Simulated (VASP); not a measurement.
Input of a VASP 6.6.1 run:

File INCAR:

```
SYSTEM = Ho2O
PREC = Accurate
ENCUT = 600
EDIFF = 1E-6
ISMEAR = 0
SIGMA = 0.1
LREAL = .False.
LASPH = .True.
NELM = 200
ALGO = Normal
ISIF = 2
LWAVE = .False.
LCHARG = .False.
GGA = PE
NBANDS = 33
GGA_COMPAT = .False.
LMAXMIX = 6
```

Contents of KPOINTS:

```
regular mesh
0
Gamma
  8 8 4
  0 0 0
```

File POSCAR:

```
Ho2O
1.0
    3.8200232234      0.0000000000      0.0000000000
    0.0000000000      3.8200232234      0.0000000000
    0.0000000000      0.0000000000     10.8365552917
Ho O
4 2
Direct
    0.5000000000      0.0000000000      0.1079519320
    0.5000000000      0.0000000000      0.6079519320
    0.0000000000      0.5000000000      0.3920480680
    0.0000000000      0.5000000000      0.8920480680
    0.0000000000      0.0000000000      0.5000000000
    0.5000000000      0.5000000000      0.0000000000
```

Potentials or basis: VASP PAW PBE potentials, release 64 (Ho_3, O), 4f in core.

The run is started by

```bash
$ cat potpaw_PBE.64/Ho_3/POTCAR potpaw_PBE.64/O/POTCAR > POTCAR
$ mpirun -np 1 vasp_std > vasp.out
```

(1) Estimate the band gap on the k mesh.

(2) Estimate the largest force.

Answers

(1) zero (bands 24 and 25 overlap by 0.24 eV).

(2) 0.115 eV/Å.

Caveat: the cell stands under tension; spin-orbit coupling is left out, which moves the levels of the heavy elements; the 4f electrons are frozen in the core, so they carry no moment and show no levels; the run has no spin polarisation, though such a crystal can be magnetic.
